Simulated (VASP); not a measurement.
# Ir2O (P6/mmm) in VASP: a series of runs

Ir2O is run at these levels: PBE; tasks: single point, relaxation of cell and atoms.

Everything below comes from runs of VASP 6.6.1. Logs are shortened: lines on timing, memory, paths and dates and some standing lists are left out, and cuts for length are marked.

### Step 1. The cell of the first run

It takes space group P6/mmm (No. 191, hexagonal). The conventional cell has a = 2.826 Å, b = 2.826 Å, c = 5.250 Å, α = 90.00°, β = 90.00°, γ = 120.00°. Within 2.2 Å of Ir (site symmetry 6mm) lie 1 O at 1.55 Å and 1 Ir at 2.15 Å. Within 2.1 Å of O (site symmetry 6/mmm) lie 2 Ir at 1.55 Å.

The cell was generated, and may not be a known phase.

### Step 2. Single point, PBE, collinear spin

Contents of INCAR:

```
  PREC = Accurate
  ENCUT = 520
  EDIFF = 1E-6
  ISMEAR = 0
  SIGMA = 0.1
  LREAL = False
  LASPH = True
  NELM = 150
  ALGO = Normal
  ISIF = 2
  LWAVE = False
  LCHARG = False
  ISPIN = 2
  MAGMOM = 1 1 0
  LORBIT = 11
  LMAXMIX = 4
  GGA = PE
  NBANDS = 23
```

Contents of KPOINTS:

```
Automatic mesh
0
Gamma
  6 6 4
```

Contents of POSCAR:

```
Ir2O
1.0
    2.8263853400      0.0000000000      0.0000000000
   -1.4131926700      2.4477215100      0.0000000000
    0.0000000000      0.0000000000      5.2504696100
Ir O
2 1
Direct
    0.0000000000      0.0000000000      0.7956741500
    0.0000000000      0.0000000000      0.2043258500
    0.0000000000      0.0000000000      0.5000000000
```

Potentials or basis: VASP PAW PBE potentials, release 64 (Ir, O).

Started as:

```
cat potpaw_PBE.64/Ir/POTCAR potpaw_PBE.64/O/POTCAR > POTCAR
mpirun -np 1 vasp_std > vasp.out
```

OUTCAR:

```text
PREC = Accurate
   ENCUT = 520
   EDIFF = 1E-6
   ISMEAR = 0
   LREAL = False
   LASPH = True
   NELM = 150
   ISIF = 2
   ISPIN = 2
   LORBIT = 11
   GGA = PE

 ion  position               nearest neighbor table
   1  0.000  0.000  0.796-   3 1.55   2 2.15   2 3.10
   2  0.000  0.000  0.204-   3 1.55   1 2.15   1 3.10
   3  0.000  0.000  0.500-   1 1.55   2 1.55

  LATTYP: Found a hexagonal cell.
 ALAT       =     2.8263853400
 C/A-ratio  =     1.8576623420

  Lattice vectors:

 A1 = (   2.8263853400,   0.0000000000,   0.0000000000)
 A2 = (  -1.4131926700,   2.4477215100,   0.0000000000)
 A3 = (   0.0000000000,   0.0000000000,   5.2504696100)

Analysis of symmetry for initial positions (statically):
=====================================================================
 Subroutine PRICEL returns:
 Original cell was already a primitive cell.

 Routine SETGRP: Setting up the symmetry group for a
 hexagonal supercell.

 Subroutine GETGRP returns: Found 24 space group operations
 (whereof 24 operations were pure point group operations)
 out of a pool of 24 trial point group operations.

The static configuration has the point symmetry D_6h.

Analysis of symmetry for dynamics (positions and initial velocities):
=====================================================================
 Subroutine PRICEL returns:
 Original cell was already a primitive cell.

 Routine SETGRP: Setting up the symmetry group for a
 hexagonal supercell.

 Subroutine GETGRP returns: Found 24 space group operations
 (whereof 24 operations were pure point group operations)
 out of a pool of 24 trial point group operations.

The dynamic configuration has the point symmetry D_6h.

Analysis of structural, dynamic, and magnetic symmetry:
=====================================================================
 Subroutine PRICEL returns:
 Original cell was already a primitive cell.

 Routine SETGRP: Setting up the symmetry group for a
 hexagonal supercell.

 Subroutine GETGRP returns: Found 24 space group operations
 (whereof 24 operations were pure point group operations)
 out of a pool of 24 trial point group operations.

The overall configuration has the point symmetry D_6h.

 Subroutine INISYM returns: Found 24 space group operations
 (whereof 24 operations are pure point group operations),
 and found     1 'primitive' translations

----------------------------------------------------------------------------------------

                                     Primitive cell

  volume of cell :      36.3238

  direct lattice vectors                    reciprocal lattice vectors
     2.826385340  0.000000000  0.000000000     0.353808798  0.204271604  0.000000000
    -1.413192670  2.447721510  0.000000000     0.000000000  0.408543209  0.000000000
     0.000000000  0.000000000  5.250469610     0.000000000  0.000000000  0.190459154

  length of vectors
     2.826385340  2.826385344  5.250469610     0.408543209  0.408543209  0.190459154

  position of ions in fractional coordinates (direct lattice)
     0.000000000  0.000000000  0.795674150
     0.000000000  0.000000000  0.204325850
     0.000000000  0.000000000  0.500000000

  ion indices of the primitive-cell ions
   primitive index   ion index
                 1           1
                 2           2
                 3           3

----------------------------------------------------------------------------------------

 KPOINTS: Automatic mesh

Automatic generation of k-mesh.
 Grid dimensions read from file:
 generate k-points for:    6    6    4

 Generating k-lattice:

  Cartesian coordinates                     Fractional coordinates (reciprocal lattice)
     0.058968133  0.034045267  0.000000000     0.166666667  0.000000000  0.000000000
     0.000000000  0.068090535  0.000000000     0.000000000  0.166666667  0.000000000
     0.000000000  0.000000000  0.047614788     0.000000000  0.000000000  0.250000000

  Length of vectors
     0.068090535  0.068090535  0.047614788

  Shift w.r.t. Gamma in fractional coordinates (k-lattice)
     0.000000000  0.000000000  0.000000000

 Subroutine IBZKPT returns following result:
 ===========================================

 Found     21 irreducible k-points:

 Following reciprocal coordinates:
            Coordinates               Weight
  0.000000  0.000000  0.000000      1.000000
  0.166667 -0.000000  0.000000      6.000000
  0.333333 -0.000000  0.000000      6.000000
  0.500000 -0.000000  0.000000      3.000000
  0.166667  0.166667  0.000000      6.000000
  0.333333  0.166667  0.000000     12.000000
[... 13 lines left out ...]
  0.333333  0.166667  0.500000     12.000000
  0.333333  0.333333  0.500000      2.000000
   k-points           NKPTS =     21   k-points in BZ     NKDIM =     21   number of bands    NBANDS=     23
   number of dos      NEDOS =    301   number of ions     NIONS =      3
   total plane-waves  NPLWV =  23040
   dimension x,y,z NGX =    24 NGY =   24 NGZ =   40
   dimension x,y,z NGXF=    48 NGYF=   48 NGZF=   80
   ions per type =               2   1
   NGX,Y,Z   is equivalent  to a cutoff of  14.12, 14.12, 12.67 a.u.
   NGXF,Y,Z  is equivalent  to a cutoff of  28.23, 28.23, 25.33 a.u.
 SYSTEM =  unknown system
   PREC   = accura    normal or accurate (medium, high low for compatibility)
   ISTART =      0    job   : 0-new  1-cont  2-samecut
   ICHARG =      2    charge: 1-file 2-atom 10-const
   ISPIN  =      2    spin polarized calculation?
   LNONCOLLINEAR =      F non collinear calculations
   LSORBIT =      F    spin-orbit coupling
   LASPH  =      T    aspherical Exc in radial PAW
   ENCUT  =  520.0 eV  38.22 Ry    6.18 a.u.   5.26  5.26  9.76*2*pi/ulx,y,z
   NELM   =    150;   NELMIN=  2; NELMDL= -5     # of ELM steps
   EDIFF  = 0.1E-05   stopping-criterion for ELM
   LREAL  =      F    real-space projection
   EDIFFG = 0.1E-04   stopping-criterion for IOM
   NSW    =      0    number of steps for IOM
   IBRION =     -1    ionic relax: 0-MD 1-quasi-New 2-CG
   NFREE  =      0    steps in history (QN), initial steepest desc. (CG)
   ISIF   =      2    stress and relaxation
   ISYM   =      2    0-nonsym 1-usesym 2-fastsym
   POTIM  = 0.5000    time-step for ionic-motion
   TEBEG  =    0.0;   TEEND  =   0.0 temperature during run
   PSTRESS=    0.0 pullay stress
   NELECT =      24.0000    total number of electrons
   NUPDOWN=      -1.0000    fix difference up-down
   EMIN   =  10.00;   EMAX   =-10.00  energy-range for DOS
   EFERMI =   0.00;   METHOD = LEGACY
   ISMEAR =     0;   SIGMA  =   0.10  broadening in eV -4-tet -1-fermi 0-gaus
   EFERMI_NEDOS =   21; number of points for ismear=-14 and -15
   IALGO  =     38    algorithm
   IMIX   =      4    mixing-type and parameters
     AMIX     =   0.40;   BMIX     =  1.00
     AMIX_MAG =   1.60;   BMIX_MAG =  1.00
  volume/ion in A,a.u.               =      12.11        81.71
  Fermi-wavevector in a.u.,A,eV,Ry     =   1.425875  2.694513 27.662264  2.033119
  Thomas-Fermi vector in A             =   2.546212
   LORBIT       =     11    0 simple, 1 ext, 2 COOP (PROOUT), +10 PAW based schemes
   GGA     = PE    functional components
   LHFCALC =     F    Hartree Fock is set to
   AEXX    =    0.0000 exact exchange contribution
   IVDW    =     0    specifies the selected vdW correction
   LEPSILON=     F    determine dielectric tensor
   LRPA    =     F    only Hartree local field effects (RPA)
 spin polarized calculation
 Gauss-broadening in eV      SIGMA  =   0.10
  energy-cutoff  :      520.00
  volume of cell :       36.32
 maximum number of plane-waves:      1000
 NGX is ok and might be reduce to    24
   NGX = 11   NGY = 11   NGZ = 19

 number of electron      24.0000003 magnetization       0.0001833

 number of electron      24.0000003 magnetization      -0.0002880

 Free energy of the ion-electron system (eV)
  ---------------------------------------------------
  ext. energy  EPLUGINS =         0.00000000
  ---------------------------------------------------
  free energy    TOTEN  =       -14.65503852 eV

  energy without entropy =      -14.64536539  energy(sigma->0) =      -14.65020195

 E-fermi :   9.5624     XC(G=0): -13.1769

 val. band max:        9.4934726482   @ k =   0.1667   0.1667   0.0000
 cond. band min:       9.6134231622   @ k =   0.3333  -0.0000   0.2500
 fundamental gap:      0.1199505140
 Fermi energy:         9.5623862098

 spin component 1

 k-point     1 :       0.0000    0.0000    0.0000
  band No.  band energies     occupation
      1     -14.7443      1.00000
      2      -1.8532      1.00000
      3       0.2793      1.00000
      4       0.6080      1.00000
      5       0.6080      1.00000
      6       3.0228      1.00000
[... 15 lines left out ...]
     22      26.8135      0.00000
     23      26.8615      0.00000
[... 496 lines left out ...]
  band No.  band energies     occupation
      1     -13.5189      1.00000
      2      -4.0507      1.00000
      3      -0.8168      1.00000
      4      -0.8168      1.00000
      5       2.9632      1.00000
      6       2.9632      1.00000
[... 15 lines left out ...]
     22      25.6776      0.00000
     23      26.8009      0.00000
 Fermi energy:         9.5623862098

 spin component 2

 k-point     1 :       0.0000    0.0000    0.0000
  band No.  band energies     occupation
      1     -14.7443      1.00000
      2      -1.8532      1.00000
      3       0.2792      1.00000
      4       0.6079      1.00000
      5       0.6079      1.00000
      6       3.0227      1.00000
[... 15 lines left out ...]
     22      26.8134      0.00000
     23      26.8615      0.00000
[... 497 lines left out ...]
      1     -13.5189      1.00000
      2      -4.0507      1.00000
      3      -0.8168      1.00000
      4      -0.8168      1.00000
      5       2.9631      1.00000
      6       2.9631      1.00000
[... 15 lines left out ...]
     22      25.6775      0.00000
     23      26.8008      0.00000

------------------------ aborting loop because EDIFF is reached ----------------------------------------

  FORCE on cell =-STRESS in cart. coord.  units (eV):
  Direction    XX          YY          ZZ          XY          YZ          ZX
  --------------------------------------------------------------------------------------
  -------------------------------------------------------------------------------------
  Total        2.3865627      2.3865627     91.8556294      0.0000000      0.0000000      0.0000000
  in kB      105.2669156    105.2669160   4051.5838799      0.0000000      0.0000000      0.0000000
  external PRESSURE =    1420.7059038 kB  Pullay stress =       0.0000000 kB

 VOLUME and BASIS-vectors are now :
 -----------------------------------------------------------------------------
  energy-cutoff  :      520.00
  volume of cell :       36.32
      direct lattice vectors                 reciprocal lattice vectors
     2.826385340  0.000000000  0.000000000     0.353808798  0.204271604  0.000000000
    -1.413192670  2.447721510  0.000000000     0.000000000  0.408543209  0.000000000
     0.000000000  0.000000000  5.250469610     0.000000000  0.000000000  0.190459154

 POSITION                                       TOTAL-FORCE (eV/Angst)
 -----------------------------------------------------------------------------------
      0.00000      0.00000      4.17766         0.000000      0.000000     13.138221
      0.00000      0.00000      1.07281         0.000000     -0.000000    -13.138221
      0.00000      0.00000      2.62523        -0.000000     -0.000000      0.000000
 -----------------------------------------------------------------------------------
    total drift:                                0.000000      0.000000     -0.000000

  FREE ENERGIE OF THE ION-ELECTRON SYSTEM (eV)
  ---------------------------------------------------
  free  energy   TOTEN  =       -14.6550385203 eV

  energy  without entropy=      -14.6453653866  energy(sigma->0) =      -14.65020195

 total charge

# of ion       s       p       d       tot
------------------------------------------
    1        0.825   1.014   7.620   9.459
    2        0.825   1.014   7.620   9.459
    3        1.635   3.694   0.000   5.329
--------------------------------------------------
tot          3.284   5.723  15.239  24.247

 magnetization (x)

# of ion       s       p       d       tot
------------------------------------------
    1       -0.000  -0.000  -0.000  -0.000
    2       -0.000  -0.000  -0.000  -0.000
    3       -0.000  -0.000   0.000  -0.000
--------------------------------------------------
tot         -0.000  -0.000  -0.000  -0.000
```

Wall time 87 s (1 thread of Intel Xeon 8259CL, shared host); peak memory 0.19 GiB.

What came out:

```yaml
Free_energy: -14.6550 eV
Pressure: 142.1 GPa
Largest_force: 13.138 eV/Å
Band_gap_on_the_k_mesh: zero (filled and empty bands overlap)
Net_moment: 0.00 μB per cell
```

Forces in eV/Å, atoms in the order of the input:
```
Ir    0.000   0.000  13.138
Ir    0.000   0.000 -13.138
O     0.000   0.000   0.000
```

Caveat: the k points lie up to 0.43 Å⁻¹ apart, too coarse for converged energies and pressures of a metal; spin-orbit coupling is left out, which moves the levels of the heavy elements; forces of over 1 eV/Å act on the atoms, so gaps and moduli don't describe the material at rest.

[end of part 1 of 2]

The gap in the log of VASP goes by the Fermi energy; the results here count the filled bands.